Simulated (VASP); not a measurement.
Zn: relaxation of cell and atoms with PBE+D3(BJ)

The system is Zn.

```
Zn
1.0
    -1.56904    1.56904    1.56904
     1.56904   -1.56904    1.56904
     1.56904    1.56904   -1.56904
Zn
1
Cartesian
  0.0000 0.0000 0.0000
```

```json
{
  "Program": "VASP 6.6.1",
  "Task": "relaxation of cell and atoms",
  "Functional": "PBE",
  "Dispersion": "D3(BJ)",
  "Potentials or basis": "VASP PAW PBE potentials, release 64 (Zn)",
  "Cutoff": "600 eV",
  "k mesh": "12 × 12 × 12",
  "Occupations": "fermi-dirac, width 0.05 eV",
  "Spin": "no spin polarisation",
  "Dipole correction": "no",
  "Further INCAR settings": "ALGO = Fast; EDIFF = 1e-07; IBRION = 2; EDIFFG = -0.01; NSW = 60; ISIF = 3"
}
```

| Quantity | Value |
| --- | --- |
| Relaxed volume | 14.43 Å³/atom |
| Relaxed cell | a = 2.656 Å, b = 2.656 Å, c = 2.656 Å, α = 109.47°, β = 109.47°, γ = 109.47° |
| Space group after relaxing (to 0.05 Å) | Im-3m (No. 229) |
| Energy gained by relaxing | 15.2 meV/atom |
| Ionic steps | 3 |
| Pressure after relaxing | -0.1 GPa |
| Band gap on the k mesh | zero (band 6 reaches 7.90 eV, above the bottom of band 7 at 2.73 eV) |
| Dispersion energy per atom | -0.424 eV |

Step by step:
```csv
step,energy change (eV),largest force (eV/Å),pressure (GPa),volume (Å³)
1,0.0000,0.0000,-4.33,15.45
2,-0.0149,0.0000,-0.60,14.54
3,-0.0152,0.0000,-0.07,14.43
```

Final structure:
```xyz
1
Lattice="-1.5335 1.5335 1.5335 1.5335 -1.5335 1.5335 1.5335 1.5335 -1.5335" Properties=species:S:1:pos:R:3 pbc="T T T"
Zn    0.0000    0.0000    0.0000
```

Levels at points of the mesh, in eV from the Fermi level:
| k point | band 3 | band 4 | band 5 | band 6 | band 7 | band 8 | band 9 | band 10 |
| --- | --- | --- | --- | --- | --- | --- | --- | --- |
| (0.00, 0.00, 0.00) | -7.99 | -7.99 | -7.43 | -7.43 | 20.10 | 20.10 | 20.10 | 21.29 |
| (0.50, 0.00, 0.00) | -7.46 | -7.39 | -7.05 | -2.96 | -0.89 | 11.83 | 13.11 | 15.82 |
| (0.50, 0.50, 0.50) | -7.14 | -7.14 | -7.14 | 4.28 | 4.28 | 4.28 | 8.25 | 8.78 |

Wall time 61 s on 1 thread of AMD EPYC 7R13 (shared host), peak memory 0.13 GiB.

Caveat: pairwise dispersion overbinds metals, which lowers pressure and volume.
